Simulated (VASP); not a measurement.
# Be (P6_3/mmc) in VASP: a series of runs, part 2 of 2

VASP 6.6.1. The steps go on from the part before.

## 4. Single point, r2SCAN

This run uses another cell than the first one, of 7.51 Å³/atom, 1.052 times its volume.

File POSCAR:

```
Be
1.0
    2.2230525153      0.0000000000      0.0000000000
   -1.1115262576      1.9252199522      0.0000000000
    0.0000000000      0.0000000000      3.5092162708
Be
2
Direct
    0.3333333333      0.6666666667      0.2500000000
    0.6666666667      0.3333333333      0.7500000000
```

File INCAR.step1:

```
SYSTEM = Be
ALGO = Normal ; EDIFF = 1E-4
ENCUT = 520 ; GGA = PE
ISMEAR = -1 ; LASPH = .True.
LCHARG = .False. ; LREAL = .False.
LWAVE = .True. ; NBANDS = 9
NELM = 100 ; PREC = Accurate
SIGMA = 0.05
```

File INCAR.step2:

```
SYSTEM = Be
ALGO = Normal ; EDIFF = 1E-6
ENCUT = 520 ; ISIF = 2
ISMEAR = -1 ; ISTART = 1
LASPH = .True. ; LCHARG = .True.
LELF = .True. ; LMIXTAU = .True.
LREAL = .False. ; LVHAR = .True.
LWAVE = .False. ; METAGGA = R2SCAN
NBANDS = 9 ; NELM = 100
PREC = Accurate ; SIGMA = 0.05
```

File KPOINTS:

```
k-points
0
Gamma
  24 24 14
  0 0 0
```

Potentials or basis: VASP PAW PBE potentials, release 64 (Be).

On the command line:

```bash
$ cat potpaw_PBE.64/Be/POTCAR > POTCAR
$ cp INCAR.step1 INCAR
$ mpirun -np 1 vasp_std > vasp.out
$ cp INCAR.step2 INCAR
$ mpirun -np 1 vasp_std > vasp.out
```

OUTCAR:

```text
SYSTEM = Be
   EDIFF = 1E-6
   ENCUT = 520
   ISIF = 2
   ISMEAR = -1
   ISTART = 1
   LASPH = .True.
   LREAL = .False.
   METAGGA = R2SCAN
   NELM = 100
   PREC = Accurate

 ion  position               nearest neighbor table
   1  0.333  0.667  0.250-   2 2.17   2 2.17   2 2.17   2 2.17   2 2.17   2 2.17
   2  0.667  0.333  0.750-   1 2.17   1 2.17   1 2.17   1 2.17   1 2.17   1 2.17

  LATTYP: Found a hexagonal cell.
 ALAT       =     2.2230525153
 C/A-ratio  =     1.5785575224

  Lattice vectors:

 A1 = (   2.2230525153,   0.0000000000,   0.0000000000)
 A2 = (  -1.1115262576,   1.9252199522,   0.0000000000)
 A3 = (   0.0000000000,   0.0000000000,   3.5092162708)

Analysis of symmetry for initial positions (statically):
=====================================================================
 Subroutine PRICEL returns:
 Original cell was already a primitive cell.

 Routine SETGRP: Setting up the symmetry group for a
 hexagonal supercell.

 Subroutine GETGRP returns: Found 24 space group operations
 (whereof 12 operations were pure point group operations)
 out of a pool of 24 trial point group operations.

The static configuration has the point symmetry D_3d.
 The point group associated with its full space group is D_6h.

Analysis of symmetry for dynamics (positions and initial velocities):
=====================================================================
 Subroutine PRICEL returns:
 Original cell was already a primitive cell.

 Routine SETGRP: Setting up the symmetry group for a
 hexagonal supercell.

 Subroutine GETGRP returns: Found 24 space group operations
 (whereof 12 operations were pure point group operations)
 out of a pool of 24 trial point group operations.

The dynamic configuration has the point symmetry D_3d.
 The point group associated with its full space group is D_6h.

 Subroutine INISYM returns: Found 24 space group operations
 (whereof 12 operations are pure point group operations),
 and found     1 'primitive' translations

----------------------------------------------------------------------------------------

                                     Primitive cell

  volume of cell :      15.0190

  direct lattice vectors                    reciprocal lattice vectors
     2.223052515  0.000000000  0.000000000     0.449831928  0.259710585  0.000000000
    -1.111526258  1.925219952  0.000000000     0.000000000  0.519421170  0.000000000
     0.000000000  0.000000000  3.509216271     0.000000000  0.000000000  0.284963913

  length of vectors
     2.223052515  2.223052515  3.509216271     0.519421170  0.519421170  0.284963913

  position of ions in fractional coordinates (direct lattice)
     0.333333333  0.666666667  0.250000000
     0.666666667  0.333333333  0.750000000

  ion indices of the primitive-cell ions
   primitive index   ion index
                 1           1
                 2           2

----------------------------------------------------------------------------------------

 KPOINTS: k-points

Automatic generation of k-mesh.
 Grid dimensions read from file:
 generate k-points for:   24   24   14

 Generating k-lattice:

  Cartesian coordinates                     Fractional coordinates (reciprocal lattice)
     0.018742997  0.010821274  0.000000000     0.041666667 -0.000000000  0.000000000
     0.000000000  0.021642549  0.000000000     0.000000000  0.041666667  0.000000000
     0.000000000  0.000000000  0.020354565     0.000000000  0.000000000  0.071428571

  Length of vectors
     0.021642549  0.021642549  0.020354565

  Shift w.r.t. Gamma in fractional coordinates (k-lattice)
     0.000000000  0.000000000  0.000000000

 Subroutine IBZKPT returns following result:
 ===========================================

 Found    488 irreducible k-points:

 Following reciprocal coordinates:
            Coordinates               Weight
  0.000000  0.000000  0.000000      1.000000
  0.041667  0.000000  0.000000      6.000000
  0.083333  0.000000  0.000000      6.000000
  0.125000  0.000000  0.000000      6.000000
  0.166667  0.000000  0.000000      6.000000
  0.208333  0.000000  0.000000      6.000000
[... 16 lines left out ...]
  0.416667  0.041667  0.000000     12.000000
  0.458333  0.041667  0.000000     12.000000
 [... further k-points ...]
   k-points           NKPTS =    488   k-points in BZ     NKDIM =    488   number of bands    NBANDS=      9
   number of dos      NEDOS =    301   number of ions     NIONS =      2
   total plane-waves  NPLWV =   9072
   dimension x,y,z NGX =    18 NGY =   18 NGZ =   28
   dimension x,y,z NGXF=    36 NGYF=   36 NGZF=   56
   ions per type =               2
   NGX,Y,Z   is equivalent  to a cutoff of  13.46, 13.46, 13.26 a.u.
   NGXF,Y,Z  is equivalent  to a cutoff of  26.92, 26.92, 26.53 a.u.
 SYSTEM =  Be
   PREC   = accura    normal or accurate (medium, high low for compatibility)
   ISTART =      1    job   : 0-new  1-cont  2-samecut
   ICHARG =      0    charge: 1-file 2-atom 10-const
   ISPIN  =      1    spin polarized calculation?
   LNONCOLLINEAR =      F non collinear calculations
   LSORBIT =      F    spin-orbit coupling
   LASPH  =      T    aspherical Exc in radial PAW
   ENCUT  =  520.0 eV  38.22 Ry    6.18 a.u.   4.13  4.13  6.52*2*pi/ulx,y,z
   NELM   =    100;   NELMIN=  2; NELMDL=  0     # of ELM steps
   EDIFF  = 0.1E-05   stopping-criterion for ELM
   LREAL  =      F    real-space projection
   EDIFFG = 0.1E-04   stopping-criterion for IOM
   NSW    =      0    number of steps for IOM
   IBRION =     -1    ionic relax: 0-MD 1-quasi-New 2-CG
   NFREE  =      0    steps in history (QN), initial steepest desc. (CG)
   ISIF   =      2    stress and relaxation
   ISYM   =      2    0-nonsym 1-usesym 2-fastsym
   POTIM  = 0.5000    time-step for ionic-motion
   TEBEG  =    0.0;   TEEND  =   0.0 temperature during run
   PSTRESS=    0.0 pullay stress
   NELECT =       4.0000    total number of electrons
   NUPDOWN=      -1.0000    fix difference up-down
   EMIN   =  10.00;   EMAX   =-10.00  energy-range for DOS
   EFERMI =   0.00;   METHOD = LEGACY
   ISMEAR =    -1;   SIGMA  =   0.05  broadening in eV -4-tet -1-fermi 0-gaus
   EFERMI_NEDOS =   21; number of points for ismear=-14 and -15
   IALGO  =     38    algorithm
   IMIX   =      4    mixing-type and parameters
     AMIX     =   0.40;   BMIX     =  1.00
     AMIX_MAG =   1.60;   BMIX_MAG =  1.00
  volume/ion in A,a.u.               =       7.51        50.68
  Fermi-wavevector in a.u.,A,eV,Ry     =   1.053290  1.990430 15.094582  1.109420
  Thomas-Fermi vector in A             =   2.188406
   LORBIT       =      0    0 simple, 1 ext, 2 COOP (PROOUT), +10 PAW based schemes
   METAGGA = R2SCAN    functional components
   LHFCALC =     F    Hartree Fock is set to
   AEXX    =    0.0000 exact exchange contribution
   IVDW    =     0    specifies the selected vdW correction
   LEPSILON=     F    determine dielectric tensor
   LRPA    =     F    only Hartree local field effects (RPA)
 non-spin polarized calculation
  energy-cutoff  :      520.00
  volume of cell :       15.02
 maximum number of plane-waves:       424
 NGX is ok and might be reduce to    18
   NGX =  9   NGY =  9   NGZ = 13

 number of electron       4.0000000 magnetization

 Free energy of the ion-electron system (eV)
  ---------------------------------------------------
  ext. energy  EPLUGINS =         0.00000000
  ---------------------------------------------------
  free energy    TOTEN  =        -8.66219600 eV

  energy without entropy =       -8.66056115  energy(sigma->0) =       -8.66137858

 E-fermi :   7.5125     XC(G=0): -11.4413

 val. band max:        7.4833551526   @ k =   0.2917   0.2500   0.0714
 cond. band min:       7.5345479840   @ k =   0.2917   0.2917   0.0000
 fundamental gap:      0.0511928314
 Fermi energy:         7.5125080591

 k-point     1 :       0.0000    0.0000    0.0000
  band No.  band energies     occupation
      1      -4.9827      2.00000
      2       2.5833      2.00000
      3       8.7531      0.00000
      4      25.6298      0.00000
      5      25.6298      0.00000
      6      28.7528      0.00000
      7      28.7528      0.00000
      8      31.0987      0.00000
      9      36.9572      0.00000
[... 265 lines left out ...]
 k-point    24 :       0.4583    0.0417    0.0000
  band No.  band energies     occupation
      1       1.8503      2.00000
      2       4.3692      2.00000
      3      11.4482      0.00000
      4      14.8064      0.00000
      5      15.0305      0.00000
      6      16.9019      0.00000
      7      19.8153      0.00000
      8      26.5877      0.00000
      9      29.7651      0.00000

 [... further k-points ...]
[... 5 lines left out ...]
  --------------------------------------------------------------------------------------
  -------------------------------------------------------------------------------------
  Total        0.6753386      0.6753386      0.6794490      0.0000000     -0.0000000      0.0000000
  in kB       72.0430284     72.0430284     72.4815120      0.0000000     -0.0000000      0.0000000
  external PRESSURE =      72.1891896 kB  Pullay stress =       0.0000000 kB

 VOLUME and BASIS-vectors are now :
 -----------------------------------------------------------------------------
  energy-cutoff  :      520.00
  volume of cell :       15.02
      direct lattice vectors                 reciprocal lattice vectors
     2.223052515  0.000000000  0.000000000     0.449831928  0.259710585  0.000000000
    -1.111526258  1.925219952  0.000000000     0.000000000  0.519421170  0.000000000
     0.000000000  0.000000000  3.509216271     0.000000000  0.000000000  0.284963913

 POSITION                                       TOTAL-FORCE (eV/Angst)
 -----------------------------------------------------------------------------------
     -0.00000      1.28348      0.87730        -0.000000      0.000000      0.000000
      1.11153      0.64174      2.63191         0.000000      0.000000      0.000000
 -----------------------------------------------------------------------------------
    total drift:                                0.000000     -0.000000      0.000000

  FREE ENERGIE OF THE ION-ELECTRON SYSTEM (eV)
  ---------------------------------------------------
  free  energy   TOTEN  =        -8.6621960040 eV

  energy  without entropy=       -8.6605611518  energy(sigma->0) =       -8.66137858
```

Wall time 3 min (1 thread of AMD EPYC 7R13 (Zen 3), shared host); peak memory 0.14 GiB.

Results:

| Property | Result |
| --- | --- |
| Free energy | -8.6622 eV |
| Pressure | 7.2 GPa |
| Band gap on the k mesh | zero (band 2 reaches 8.64 eV, above the bottom of band 3 at 6.37 eV) |

Levels at points of the mesh, in eV from the Fermi level:
```tsv
k point	band 1	band 2	band 3	band 4	band 5	band 6
(0.00, 0.00, 0.00)	-12.50	-4.93	1.24	18.12	18.12	21.24
(0.50, 0.00, 0.00)	-5.55	-3.37	4.10	7.00	7.58	10.68
(0.00, 0.00, 0.50)	-10.12	-10.12	11.82	11.82	19.99	19.99
(0.50, 0.00, 0.50)	-3.98	-3.98	1.77	1.77	13.56	13.56
```

Caveat: the PAW data sets were made with another functional, which shifts forces and pressure a little.

## 5. Single point, r2SCAN

This run uses another cell than the first one, of 7.67 Å³/atom, 1.074 times its volume.

File POSCAR:

```
Be
1.0
    2.2394157269      0.0000000000      0.0000000000
   -1.1197078634      1.9393909091      0.0000000000
    0.0000000000      0.0000000000      3.5319029054
Be
2
Direct
    0.3333333333      0.6666666667      0.2500000000
    0.6666666667      0.3333333333      0.7500000000
```

File INCAR.step1:

```
SYSTEM = Be
PREC = Accurate
ENCUT = 520
ISMEAR = -1
SIGMA = 0.05
LREAL = .False.
LASPH = .True.
NELM = 60
NBANDS = 9
GGA = PE
ALGO = Normal
EDIFF = 1E-4
LWAVE = .True.
LCHARG = .False.
```

File INCAR.step2:

```
SYSTEM = Be
PREC = Accurate
ENCUT = 520
EDIFF = 1E-7
ISMEAR = -1
SIGMA = 0.05
LREAL = .False.
LASPH = .True.
NELM = 60
ALGO = Normal
ISIF = 2
LWAVE = .False.
LCHARG = .False.
METAGGA = R2SCAN
LMIXTAU = .True.
NBANDS = 9
ISTART = 1
```

File KPOINTS:

```
Automatic mesh
0
Gamma
  24 24 14
  0 0 0
```

On the command line:

```bash
$ cat potpaw_PBE.64/Be/POTCAR > POTCAR
$ cp INCAR.step1 INCAR
$ mpirun -np 1 vasp_std > vasp.out
$ cp INCAR.step2 INCAR
$ mpirun -np 1 vasp_std > vasp.out
```

Wall time 3.5 min (1 thread of AMD EPYC 7R13 (Zen 3), shared host); peak memory 0.13 GiB.

It converged, with:

```
Free energy            : -8.6736 eV
Pressure               : 4.2 GPa
Band gap on the k mesh : zero (band 2 reaches 8.45 eV, above the bottom of band 3 at 6.21 eV)
```

Levels at points of the mesh, in eV from the Fermi level:
| k point | band 1 | band 2 | band 3 | band 4 | band 5 | band 6 |
| --- | --- | --- | --- | --- | --- | --- |
| (0.00, 0.00, 0.00) | -12.37 | -4.84 | 1.18 | 17.82 | 17.82 | 20.90 |
| (0.50, 0.00, 0.00) | -5.47 | -3.35 | 4.05 | 6.93 | 7.44 | 10.50 |
| (0.00, 0.00, 0.50) | -10.01 | -10.01 | 11.67 | 11.67 | 19.66 | 19.66 |
| (0.50, 0.00, 0.50) | -3.91 | -3.91 | 1.70 | 1.70 | 13.35 | 13.35 |

Caveat: the PAW data sets were made with another functional, which shifts forces and pressure a little.

## 6. Summary

| cell | gap on the mesh (eV) | pressure (GPa) |
| --- | --- | --- |
| a = 2.185, b = 2.185, c = 3.455 Å, angles 90.0, 90.0, 120.0°, 2 atoms | none | 15.3 |
| a = 2.208, b = 2.208, c = 3.487 Å, angles 90.0, 90.0, 120.0°, 2 atoms | none | 10.2 |
| a = 2.223, b = 2.223, c = 3.509 Å, angles 90.0, 90.0, 120.0°, 2 atoms | none | 7.2 |
| a = 2.239, b = 2.239, c = 3.532 Å, angles 90.0, 90.0, 120.0°, 2 atoms | none | 4.2 |

Alike in all rows: task single point; level r2SCAN; potentials or basis VASP PAW PBE potentials, release 64 (Be); no spin polarisation; k mesh 24 × 24 × 14; cutoff (eV) 520; smearing fermi-dirac 0.05 eV.

Caveats: the PAW data sets were made with another functional, which shifts forces and pressure a little.

Total energies depend on the potentials used, so only differences within one code and one set of settings carry meaning.
